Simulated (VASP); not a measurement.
Set up this calculation in VASP 6.6.1, as the native input.

```
Task                   : relaxation of cell and atoms
Functional             : PBE
Potentials or basis    : VASP PAW PBE potentials, release 64 (Cd, Se)
Cutoff                 : 600 eV
k mesh                 : 6 × 6 × 6
Occupations            : gaussian, width 0.1 eV
Spin                   : no spin polarisation
Dipole correction      : no
Further INCAR settings : ALGO = Normal; EDIFF = 1e-06; IBRION = 2; EDIFFG = -0.04; NSW = 90; ISIF = 3
```

The structure of CdSe lies in POSCAR:

```
CdSe
1.0
    3.5618853240      0.0000000000      0.0000000000
    0.0000000000      3.5618853240      0.0000000000
    0.0000000000      0.0000000000      3.5618853240
Cd Se
1 1
Direct
    0.5000000000      0.5000000000      0.5000000000
    0.0000000000      0.0000000000      0.0000000000
```

One way to write it, as run:

INCAR

```
ALGO = Normal
EDIFF = 1E-6
EDIFFG = -0.04
ENCUT = 600
GGA = PE
IBRION = 2
ISIF = 3
ISMEAR = 0
LASPH = True
LCHARG = False
LREAL = False
LWAVE = False
NELM = 100
NSW = 90
PREC = Accurate
SIGMA = 0.1
```

KPOINTS

```
k-points
0
Gamma
  6 6 6
```

Potentials or basis: VASP PAW PBE potentials, release 64 (Cd, Se).

Command:

```bash
$ cat potpaw_PBE.64/Cd/POTCAR potpaw_PBE.64/Se/POTCAR > POTCAR
$ mpirun -np 1 vasp_std > vasp.out
```

It gave:

* Pressure after relaxing: -0.1 GPa
* Band gap on the k mesh: zero (band 9 reaches 3.31 eV, above the bottom of band 10 at 2.07 eV)

Caveat: the relaxation stopped at its first step, so nothing moved.

Run time: 8.3 s on 1 thread of Intel Xeon 6975P-C, on a shared host, peak memory 0.16 GiB.
